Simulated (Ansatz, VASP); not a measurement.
**BN: VASP beside Ansatz**

```
CELL_PARAMETERS angstrom
1.25112 0.72234 3.50785
-1.25112 0.72234 3.50785
0.00000 -1.44467 3.50785
ATOMIC_POSITIONS crystal
B 0.99967 0.99967 0.99967
N 0.33276 0.33276 0.33276
```

Change from the starting cell: strain +0.000 along x and y, +0.040 along z, atoms carried along.

Alike in both runs: task single point; functional LDA; k mesh 12 × 12 × 12; occupations gaussian, width 0.05 eV; no spin polarisation.

|  | VASP | Ansatz |
| --- | --- | --- |
| version | VASP 6.6.1 | Ansatz 0.2.0 |
| potentials or method | VASP PAW LDA potentials, release 64 (B, N), cutoff 600 eV | scalar-relativistic, plane waves, PAW |
| valence electrons in the cell | 8 | 8 |

Ansatz gave:

* gap on the k mesh at the Fermi level (eV): 4.18
* least direct gap on the mesh (eV): 4.56
* pressure (GPa): -4.2
* traceless stress, the component that is largest in VASP (GPa): 2.91
* rms of the force components (eV/Å): 0.009

Problem. Estimate VASP's values.

Solution. gap on the k mesh at the Fermi level (eV): 4.16; least direct gap on the mesh (eV): 4.55; pressure (GPa): -4.0; traceless stress, the component that is largest in VASP (GPa): 2.41; rms of the force components (eV/Å): 0.009.

LDA's correlation is that of Perdew and Zunger in VASP and of Perdew and Wang (1992) in Ansatz. Atom by atom the forces differ by 0.000 eV/Å (rms over components).
